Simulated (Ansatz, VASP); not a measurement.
## One calculation of Mo, two programs

Contents of INCAR:

```
  PREC = Accurate
  ENCUT = 500
  EDIFF = 1E-6
  ISMEAR = 0
  SIGMA = 0.05
  LREAL = F
  LASPH = T
  NELM = 120
  ALGO = Normal
  ISIF = 2
  LWAVE = F
  LCHARG = F
  GGA = PE
  NBANDS = 13
  GGA_COMPAT = F
```

The input KPOINTS:

```
Automatic mesh
0
Gamma
  8 8 8
```

POSCAR

```
Mo
1.0
   -1.5868520576      1.5868520576      1.5868520576
    1.5868520576     -1.5868520576      1.5868520576
    1.5868520576      1.5868520576     -1.5868520576
Mo
1
Direct
    0.0000000000      0.0000000000      0.0000000000
```

Input for Ansatz:

```yaml
crystal:
  lattice:
    - [-1.5868520576, 1.5868520576, 1.5868520576]
    - [1.5868520576, -1.5868520576, 1.5868520576]
    - [1.5868520576, 1.5868520576, -1.5868520576]
  atoms:
    - { symbol: Mo, position: [0.0, 0.0, 0.0] }
basis:
  ecutwfc: 420
  ecutrho_ratio: 4
kpoints:
  mp_grid: { grid: [8, 8, 8] }
hamiltonian:
  xc: pbe
scf:
  occupations: { method: gaussian, width: 0.05 }
output:
  forces: true
  stress: true
  eigenvalues: true
```

Alike in both runs: task single point; functional PBE; k mesh 8 × 8 × 8; occupations gaussian, width 0.05 eV; no spin polarisation.

|  | VASP | Ansatz |
| --- | --- | --- |
| version | VASP 6.6.1 | Ansatz 0.2.0 |
| potentials or method | VASP PAW PBE potentials, release 64 (Mo_sv), cutoff 500 eV | scalar-relativistic, plane waves, PAW |
| valence electrons in the cell | 14 | 14 |

Ansatz gave:

- gap on the k mesh at the Fermi level (eV): none
- pressure (GPa): -2.5

Problem. Estimate VASP's values.

Solution. gap on the k mesh at the Fermi level (eV): none; pressure (GPa): -2.0.

A gap of «none» marks a metal or a gap that the smearing closes. With one functional, cell and mesh, what is left measures potentials, basis and numerics.
